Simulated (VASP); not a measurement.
## Rh: single point with PBE

Rh:

```
Rh
1.0
     2.44962    0.00000    0.00000
     0.00000    2.44962    0.00000
     0.00000    0.00000    2.44962
Rh
1
Cartesian
  0.0000 0.0000 0.0000
```

This cell differs from its parent crystal: volume scaled by 0.9.

* Program: VASP 6.6.1
* Task: single point
* Functional: PBE
* Potentials or basis: VASP PAW PBE potentials, release 64 (Rh_pv)
* Cutoff: 520 eV
* k mesh: 15 × 15 × 15
* Occupations: fermi-dirac, width 0.1 eV
* Spin: no spin polarisation
* Dipole correction: no
* Further INCAR settings: ALGO = Normal; EDIFF = 1e-07; NBANDS = 14

The pressure is 25.2 GPa.

Levels at points of the mesh, in eV from the Fermi level:
```csv
k point,band 5,band 6,band 7,band 8,band 9,band 10,band 11,band 12
"(0.00, 0.00, 0.00)",-5.88,-5.88,0.90,0.90,0.90,17.57,17.57,17.57
```

Wall time 27 s on 1 thread of Intel Xeon 8259CL, on a shared host, peak memory 0.13 GiB.
